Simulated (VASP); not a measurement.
The system is NaF.

```
CELL_PARAMETERS angstrom
0.00000 2.32000 2.32000
2.32000 0.00000 2.32000
2.32000 2.32000 0.00000
ATOMIC_POSITIONS crystal
Na 0.00000 0.00000 0.00000
F 0.50000 0.50000 0.50000
```

Base run:

- Program: VASP 6.6.1
- Functional: RPBE
- Potentials or basis: VASP PAW PBE potentials, release 64 (Na_pv, F)
- Cutoff: 520 eV
- k mesh: 6 × 6 × 6
- Occupations: fermi-dirac, width 0.05 eV
- Spin: no spin polarisation

Its results: band gap on the k mesh 6.60 eV; pressure 5.4 GPa.

Task: The run is repeated on the same cell with these changes: functional from RPBE to PBE-based screened hybrid with 50 % exact exchange. What comes out?

Result: Band gap on the k mesh 10.64 eV; pressure -1.6 GPa.

Caveats: the PAW data sets were made with another functional, which shifts forces and pressure a little; the cell stands under pressure (at least some runs).

